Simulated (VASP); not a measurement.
Si2Mo:

```
CELL_PARAMETERS angstrom
-1.60000 1.60000 3.93050
1.60000 -1.60000 3.93050
1.60000 1.60000 -3.93050
ATOMIC_POSITIONS crystal
Mo 0.00000 0.00000 0.00000
Si 0.66700 0.66700 0.00000
Si 0.33300 0.33300 0.00000
```

| Item | Value |
| --- | --- |
| Program | VASP 6.6.1 |
| Task | relaxation of cell and atoms |
| Functional | RPBE |
| Potentials or basis | VASP PAW PBE potentials, release 64 (Mo_sv, Si) |
| Cutoff | 600 eV |
| k mesh | 12 × 12 × 12 |
| Occupations | fermi-dirac, width 0.05 eV |
| Spin | no spin polarisation |

At the start: pressure 4.7 GPa; volume 13.42 Å³/atom.

Question: How do energy, volume and symmetry change on relaxing?

Answer: Over 6 steps the energy falls by 5.9 meV/atom and the volume is 13.73 Å³/atom (+2.4 %); space group I4/mmm (No. 139, to 0.05 Å).

Step by step:
```csv
step,energy change (eV),largest force (eV/Å),pressure (GPa),volume (Å³)
1,0.0000,0.2442,4.69,40.25
2,0.0101,0.1381,-6.20,42.58
3,-0.0155,0.1908,-0.39,41.25
4,-0.0177,0.0307,-0.03,41.22
5,-0.0177,0.0223,-0.04,41.22
6,-0.0178,0.0017,0.06,41.20
```

Final structure:
```
CELL_PARAMETERS angstrom
-1.61462 1.61462 3.95061
1.61462 -1.61462 3.95061
1.61462 1.61462 -3.95061
ATOMIC_POSITIONS crystal
Mo 0.00000 0.00000 0.00000
Si 0.66498 0.66498 0.00000
Si 0.33502 0.33502 0.00000
```

Caveat: the PAW data sets were made with another functional, which shifts forces and pressure a little.
